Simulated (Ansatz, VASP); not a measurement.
**One calculation of V3Si, two programs**

```
CELL_PARAMETERS angstrom
4.70112 0.00000 0.00000
0.00000 4.70112 0.00000
0.00000 0.00000 4.70112
ATOMIC_POSITIONS crystal
Si 0.00000 0.00000 0.00000
Si 0.50000 0.50000 0.50000
V 0.25000 0.00000 0.50000
V 0.75000 0.00000 0.50000
V 0.50000 0.25000 0.00000
V 0.50000 0.75000 0.00000
V 0.00000 0.50000 0.25000
V 0.00000 0.50000 0.75000
```

Alike in both runs: functional PBE; k mesh 16 × 16 × 16; occupations gaussian, width 0.1 eV; no spin polarisation.

Ansatz relaxed the structure, and its values are those at the end. VASP's run is a single point on that final structure, the one shown.

```csv
,VASP,Ansatz
version,VASP 6.6.1,Ansatz 0.2.0
potentials or method,"VASP PAW PBE potentials, release 64 (Si, V_sv)","scalar-relativistic, plane waves, PAW"
plane-wave cutoff (eV),500,420
valence electrons in the cell,86,86
```

|  | VASP | Ansatz | Ansatz less VASP |
| --- | --- | --- | --- |
| gap on the k mesh at the Fermi level (eV) | none | none | - |
| pressure (GPa) | 0.1 | 0.0 | -0.13 |

A gap of «none» marks a metal or a gap that the smearing closes. The functional is the same, so the differences come from potentials, cutoffs and numerics.
